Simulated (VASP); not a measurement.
Wanted: the native input for a VASP 6.6.1 run.

```yaml
Task: single point
Functional: PBE
Potentials_or_basis: VASP PAW PBE potentials, release 64 (Ga_d, N)
Cutoff: 600 eV
k_mesh: 6 × 6 × 6
Occupations: gaussian, width 0.1 eV
Spin: no spin polarisation
Dipole_correction: no
Further_INCAR_settings: ALGO = Normal; EDIFF = 1e-06; NBANDS = 16
```

The structure of GaN lies in POSCAR:

```
GaN
1.0
    0.0000000000      2.2754207548      2.2754207548
    2.2754207548      0.0000000000      2.2754207548
    2.2754207548      2.2754207548      0.0000000000
Ga N
1 1
Direct
    0.0000000000      0.0000000000      0.0000000000
    0.2500000000      0.2500000000      0.2500000000
```

The input as run:

INCAR

```
SYSTEM = GaN
PREC = Accurate
ENCUT = 600
EDIFF = 1E-6
ISMEAR = 0
SIGMA = 0.1
LREAL = .False.
LASPH = .True.
NELM = 120
ALGO = Normal
ISIF = 2
LWAVE = .False.
LCHARG = .False.
GGA = PE
NBANDS = 16
GGA_COMPAT = .False.
```

KPOINTS

```
regular mesh
0
Gamma
  6 6 6
  0 0 0
```

Potentials or basis: VASP PAW PBE potentials, release 64 (Ga_d, N).

Run with:

```console
$ cat potpaw_PBE.64/Ga_d/POTCAR potpaw_PBE.64/N/POTCAR > POTCAR
$ mpirun -np 1 vasp_std > vasp.out
```

Results of the run:

| Property | Result |
| --- | --- |
| Pressure | -0.4 GPa |
| Band gap on the k mesh | 1.53 eV, direct |

Wall time 11 s on 1 thread of Intel(R) Xeon(R) Platinum 8375C CPU @ 2.90GHz (Ice Lake), with other jobs on the host, peak memory 0.16 GiB.
